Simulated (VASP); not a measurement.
Set up this calculation in VASP 6.6.1, as the native input.

```yaml
Task: single point
Functional: PBE
Potentials_or_basis: VASP PAW PBE potentials, release 64 (Cd)
Cutoff: 520 eV
k_mesh: 18 × 18 × 8
Occupations: fermi-dirac, width 0.15 eV
Spin: no spin polarisation
Dipole_correction: no
Further_INCAR_settings: ALGO = Fast; EDIFF = 1e-07; NBANDS = 19
```

The structure of Cd lies in POSCAR:

```
Cd
1.0
    3.0371246299      0.0000000000      0.0000000000
   -1.5185623150      2.6302270840      0.0000000000
    0.0000000000      0.0000000000      5.7330349886
Cd
2
Direct
    0.3333333333      0.6666666667      0.2500000000
    0.6666666667      0.3333333333      0.7500000000
```

One way to write it, as run:

INCAR

```
PREC     = Accurate       # precision mode
ENCUT    = 520            # plane-wave cutoff, eV
EDIFF    = 1E-7           # SCF threshold, eV
ISMEAR   = -1             # smearing method
SIGMA    = 0.15           # smearing width, eV
LREAL    = F              # projectors in reciprocal space
LASPH    = T              # aspherical terms in the spheres
NELM     = 60             # most SCF steps
ALGO     = Fast           # electronic algorithm
ISIF     = 2              # what is computed and relaxed
LWAVE    = F              # write WAVECAR
LCHARG   = T              # write CHGCAR
GGA      = PE             # functional
LELF     = T              # ELF
LVHAR    = T            
NBANDS   = 19             # bands
```

KPOINTS

```
regular mesh
0
Gamma
  18 18 8
```

Potentials or basis: VASP PAW PBE potentials, release 64 (Cd).

Command:

```bash
$ cat potpaw_PBE.64/Cd/POTCAR > POTCAR
$ mpirun -np 1 vasp_std > vasp.out
```

It gave:

* Pressure: 0.3 GPa
* Band gap on the k mesh: zero (bands 12 and 13 overlap by 4.22 eV)

Run time: 44 s on 1 thread of Intel(R) Xeon(R) 6975P-C (Granite Rapids), on a shared host, peak memory 0.26 GiB.
